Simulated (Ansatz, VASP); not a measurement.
One calculation of LiH, two programs

INCAR

```
SYSTEM = LiH
  PREC = Accurate
  ENCUT = 520
  EDIFF = 1E-6
  ISMEAR = 0
  SIGMA = 0.01
  LREAL = .FALSE.
  LASPH = .TRUE.
  NELM = 60
  ALGO = Normal
  ISIF = 2
  LWAVE = .FALSE.
  LCHARG = .FALSE.
  GGA = PE
  NBANDS = 12
```

File KPOINTS:

```
Automatic mesh
0
G
  9 9 4
  0 0 0
```

POSCAR

```
LiH
1.0
    2.7248630481      0.0000000000      0.0000000000
   -1.3624315240      2.3598006215      0.0000000000
    0.0000000000      0.0000000000      4.7850540325
Li H
2 2
Direct
    0.0000000000      0.0000000000      0.0000000000
    0.0000000000      0.0000000000      0.5000000000
    0.3333333333      0.6666666667      0.2500000000
    0.6666666667      0.3333333333      0.7500000000
```

Input for Ansatz:

```yaml
crystal:
  lattice:
    - [2.7248630481, 0.0, 0.0]
    - [-1.362431524, 2.3598006215, 0.0]
    - [0.0, 0.0, 4.7850540325]
  atoms:
    - { symbol: Li, position: [0.0, 0.0, 0.0] }
    - { symbol: Li, position: [0.0, 0.0, 0.5] }
    - { symbol: H, position: [0.3333333333, 0.6666666667, 0.25] }
    - { symbol: H, position: [0.6666666667, 0.3333333333, 0.75] }
kpoints:
  mp_grid: { grid: [9, 9, 4] }
hamiltonian:
  xc: pbe
scf:
  occupations: { method: fixed }
  n_extra_bands: 5
output:
  forces: true
  stress: true
  eigenvalues: true
```

Alike in both runs: task single point; functional PBE; k mesh 9 × 9 × 4; no spin polarisation.

|  | VASP | Ansatz |
| --- | --- | --- |
| version | VASP 6.6.1 | Ansatz 0.2.0 |
| potentials or method | VASP PAW PBE potentials, release 64 (Li_sv, H) | plane waves, PAW |
| plane-wave cutoff (eV) | 520 | 420 |
| occupations | gaussian, width 0.01 eV | fixed |
| valence electrons in the cell | 8 | 8 |

```tsv
	VASP	Ansatz	Ansatz less VASP
gap on the k mesh at the Fermi level (eV)	4.56	4.56	-0.003
```

Noted on VASP's run: the cutoff is short for stress, so the pressure is rough.
